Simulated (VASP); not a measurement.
C18Se: single point with PBEsol

The system is C18Se, a slab with vacuum.

```xyz
19
Lattice="7.3980 0.0000 0.0000 -3.6990 6.4069 0.0000 0.0000 0.0000 11.0000" Properties=species:S:1:pos:R:3 pbc="T T T"
C     0.0249    0.0326    0.9415
C     1.2646    0.7423    0.9404
C    -1.1745    2.1588    0.9971
C     0.0277    2.8666    0.9222
C    -2.4351    4.3247    1.2302
C    -1.1747    5.0197    1.0004
C     2.5043    0.0328    0.9446
C     3.7240    0.7393    0.9441
C     1.2649    2.1549    0.8982
C     2.5019    2.8668    0.9233
C     0.0275    4.3122    0.9233
C     1.2645    5.0242    0.8980
C     4.9638    0.0298    0.9399
C     6.2036    0.7394    0.9410
C     3.7041    2.1591    0.9998
C     4.9646    2.8537    1.2291
C     2.5018    4.3124    0.9223
C     3.7040    5.0200    0.9979
Se   -2.4335    3.5837    3.1967
```

| Item | Value |
| --- | --- |
| Program | VASP 6.6.1 |
| Task | single point |
| Functional | PBEsol |
| Potentials or basis | VASP PAW PBE potentials, release 64 (C, Se) |
| Cutoff | 520 eV |
| k mesh | 2 × 2 × 1 |
| Occupations | gaussian, width 0.05 eV |
| Spin | no spin polarisation |
| Dipole correction | no |
| Further INCAR settings | LREAL = Auto; ALGO = Normal; EDIFF = 1e-06; NBANDS = 54 |

The largest force is 0.048 eV/Å and the band gap on the k mesh is 0.29 eV, direct.

Forces in eV/Å, atoms in the order of the input:
```
C    0.006  0.040  0.004
C   -0.001 -0.015  0.000
C   -0.002  0.024 -0.004
C    0.017 -0.010 -0.003
C    0.035  0.017 -0.004
C   -0.034 -0.012 -0.009
C    0.007  0.020 -0.004
C   -0.006 -0.027 -0.001
C   -0.004  0.022 -0.011
C   -0.012 -0.014  0.001
C    0.009  0.016  0.000
C    0.010 -0.023 -0.011
C    0.005  0.022  0.002
C   -0.005 -0.048  0.003
C    0.018  0.011 -0.012
C   -0.034 -0.013  0.005
C   -0.014  0.017 -0.001
C    0.011 -0.029  0.001
Se  -0.008  0.001  0.045
```

Levels at points of the mesh, in eV from the valence-band top:
```
           k point  band 35  band 36  band 37  band 38  band 39  band 40  band 41  band 42  band 43  band 44
(0.00, 0.00, 0.00)    -2.96    -1.74    -0.94    -0.85     0.00     0.29     0.84     2.21     3.61     4.07
(0.50, 0.00, 0.00)    -2.65    -2.52    -2.29    -0.86    -0.83     1.07     1.94     2.56     2.59     2.64
(0.00, 0.50, 0.00)    -2.58    -2.56    -2.35    -0.84    -0.49     0.53     2.21     2.47     2.66     2.82
(0.50, 0.50, 0.00)    -2.65    -2.52    -2.29    -0.86    -0.83     1.07     1.93     2.56     2.59     2.64
```

It took 2.2 min on 1 thread of Intel(R) Xeon(R) 6975P-C (Granite Rapids), on a shared host, peak memory 0.56 GiB.

Caveat: the k points lie up to 0.49 Å⁻¹ apart; the PAW data sets were made with another functional, which shifts forces and pressure a little.
